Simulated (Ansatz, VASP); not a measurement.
One calculation of ZrB, two programs

File INCAR:

```
  PREC = Accurate
  ENCUT = 600
  EDIFF = 1E-6
  ISMEAR = 0
  SIGMA = 0.1
  LREAL = F
  LASPH = T
  NELM = 100
  ALGO = Normal
  ISIF = 3
  LWAVE = F
  LCHARG = F
  GGA = PE
  IBRION = 2
  NSW = 100
  EDIFFG = -0.01
```

File KPOINTS:

```
regular mesh
0
Gamma
  20 20 20
```

POSCAR

```
ZrB
1.0
    0.0000000000      2.4515811035      2.4515811035
    2.4515811035      0.0000000000      2.4515811035
    2.4515811035      2.4515811035      0.0000000000
Zr B
1 1
Direct
    0.0000000000      0.0000000000      0.0000000000
    0.5000000000      0.5000000000      0.5000000000
```

Input for Ansatz:

```yaml
crystal:
  lattice:
    - [0.0, 2.4515811035, 2.4515811035]
    - [2.4515811035, 0.0, 2.4515811035]
    - [2.4515811035, 2.4515811035, 0.0]
  atoms:
    - { symbol: Zr, position: [0.0, 0.0, 0.0] }
    - { symbol: B, position: [0.5, 0.5, 0.5] }
basis:
  ecutwfc: 420
kpoints:
  mp_grid: { grid: [20, 20, 20] }
hamiltonian:
  xc: pbe
scf:
  occupations: { method: gaussian, width: 0.1 }
output:
  forces: true
  stress: true
  eigenvalues: true
relax:
  adjacent_minimum: "off"
  f_tol: 0.01
  max_steps: 80
  cell: { stress_tol: 0.05 }
```

Alike in both runs: task relaxation of cell and atoms; functional PBE; k mesh 20 × 20 × 20; occupations gaussian, width 0.1 eV; no spin polarisation.

```csv
,VASP,Ansatz
version,VASP 6.6.1,Ansatz 0.2.0
potentials or method,"VASP PAW PBE potentials, release 64 (Zr_sv, B), cutoff 600 eV","scalar-relativistic, plane waves, PAW"
valence electrons in the cell,15,15
```

```tsv
	VASP	Ansatz	Ansatz less VASP
gap on the k mesh at the Fermi level, each at its own relaxed structure (eV)	none	none	-
relaxed volume (Å³/atom)	14.75	14.74	-0.010
relaxed cell length with the largest relative difference (Å)	3.469	3.468	-0.0008
```

A gap of «none» marks a metal or a gap that the smearing closes.
